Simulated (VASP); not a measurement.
A run of VASP 6.6.1:

File INCAR:

```
SYSTEM = Pb
ALGO = Normal
EDIFF = 1E-6
ENCUT = 500
GGA_COMPAT = .FALSE.
ISIF = 2
ISMEAR = 1
LASPH = .TRUE.
LCHARG = .TRUE.
LELF = .TRUE.
LREAL = .FALSE.
LVHAR = .TRUE.
LWAVE = .FALSE.
NBANDS = 13
NELM = 120
PREC = Accurate
SIGMA = 0.05
```

File KPOINTS:

```
k-points
0
G
  7 7 7
  0 0 0
```

POSCAR

```
Pb
1.0
    0.0000000000      2.4471426769      2.4471426769
    2.4471426769      0.0000000000      2.4471426769
    2.4471426769      2.4471426769      0.0000000000
Pb
1
Direct
    0.0000000000      0.0000000000      0.0000000000
```

Potentials or basis: VASP PAW LDA potentials, release 64 (Pb_d).

Run with:

```console
$ cat potpaw_LDA.64/Pb_d/POTCAR > POTCAR
$ mpirun -np 1 vasp_std > vasp.out
```

Hardware: 1 thread of Intel(R) Xeon(R) 6975P-C (Granite Rapids), on a shared host.

Question: How long does it take, and how much memory?

Answer: It took 3.8 s on 1 thread of Intel(R) Xeon(R) 6975P-C (Granite Rapids), on a shared host, peak memory 0.14 GiB. Counts: scf iterations 10, k points 20.
